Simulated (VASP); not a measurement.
Nb: single point with PBEsol

The system is Nb.

```xyz
3
Lattice="5.0116 0.0000 0.0000 -2.5058 4.3401 0.0000 0.0000 0.0000 2.7581" Properties=species:S:1:pos:R:3 pbc="T T T"
Nb   -2.5058    4.3401    2.7581
Nb    0.0000    2.8934    1.3791
Nb    2.5058    1.4467    1.3791
```

This cell differs from its parent crystal: volume scaled by 1.12.

* Program: VASP 6.6.1
* Task: single point
* Functional: PBEsol
* Potentials or basis: VASP PAW PBE potentials, release 64 (Nb_sv)
* Cutoff: 520 eV
* k mesh: 9 × 9 × 13
* Occupations: fermi-dirac, width 0.1 eV
* Spin: no spin polarisation
* Dipole correction: no
* Further INCAR settings: ALGO = Normal; EDIFF = 1e-07; NBANDS = 26

```yaml
Pressure: -16.2 GPa
```

Stress tensor (GPa, compression positive):
```
-15.30   0.00   0.00
  0.00 -15.30   0.00
  0.00   0.00 -18.01
```

Levels at points of the mesh, in eV from the Fermi level:
```
           k point  band 16  band 17  band 18  band 19  band 20  band 21  band 22  band 23  band 24  band 25
(0.00, 0.00, 0.00)    -1.16    -1.16    -1.14    -1.14    -0.88     0.60     0.60     2.67     2.67     2.69
```

Wall time 2.2 min on 1 thread of Intel(R) Xeon(R) Platinum 8259CL CPU @ 2.50GHz (Skylake/Cascade Lake) (shared host), peak memory 0.25 GiB.

Caveat: the PAW data sets were made with another functional, which shifts forces and pressure a little.
